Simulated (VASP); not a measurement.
# Ta4O: single point with PBE

The system is Ta4O.

```
Ta O
1.0
     3.25434    0.00000    0.00000
     0.00000    3.25434    0.00000
     0.00000    0.00000    7.39621
Ta O
4 1
Direct
  0.00000 0.00000 0.50000
  0.50000 0.50000 0.78296
  0.50000 0.50000 0.21704
  0.00000 0.00000 0.00000
  0.50000 0.50000 0.50000
```

| Property | Result |
| --- | --- |
| Program | VASP 6.6.1 |
| Task | single point |
| Functional | PBE |
| Potentials or basis | VASP PAW PBE potentials, release 64 (Ta_pv, O) |
| Cutoff | 520 eV |
| k mesh | 12 × 12 × 6 |
| Occupations | gaussian, width 0.1 eV |
| Spin | no spin polarisation |
| Dipole correction | no |
| Further INCAR settings | ALGO = Normal; EDIFF = 1e-06; NBANDS = 33 |

```yaml
Pressure: 0.3 GPa
Largest_force: 0.026 eV/Å
Band_gap_on_the_k_mesh: zero (bands 25 and 26 overlap by 0.99 eV)
```

Forces in eV/Å, atoms in the order of the input:
```
Ta   0.000  0.000  0.000
Ta   0.000  0.000  0.026
Ta   0.000  0.000 -0.026
Ta   0.000  0.000  0.000
O    0.000  0.000  0.000
```

Stress tensor (GPa, compression positive):
```
0.21 0.00 0.00
0.00 0.21 0.00
0.00 0.00 0.35
```

Levels at points of the mesh, in eV from the Fermi level:
```tsv
k point	band 22	band 23	band 24	band 25	band 26	band 27	band 28	band 29
(0.00, 0.00, 0.00)	-1.55	-0.45	-0.45	-0.19	0.53	1.04	1.04	1.33
(0.50, 0.00, 0.00)	-1.09	-0.92	-0.66	0.22	0.92	0.94	1.32	1.74
(0.50, 0.50, 0.00)	-1.50	-1.50	-0.65	-0.65	1.67	2.42	2.77	2.77
(0.00, 0.00, 0.50)	-0.54	-0.52	-0.52	0.18	0.70	0.70	0.82	1.08
(0.50, 0.00, 0.50)	-1.17	-1.00	-0.63	-0.43	1.04	1.31	1.59	1.85
(0.50, 0.50, 0.50)	-1.69	-1.69	0.03	0.03	1.67	1.93	1.93	2.94
```

Run time: 4.3 min on 1 thread of Intel(R) Xeon(R) Platinum 8488C (Sapphire Rapids) (shared host), peak memory 0.34 GiB.

Caveat: spin-orbit coupling is left out, which moves the levels of the heavy elements.
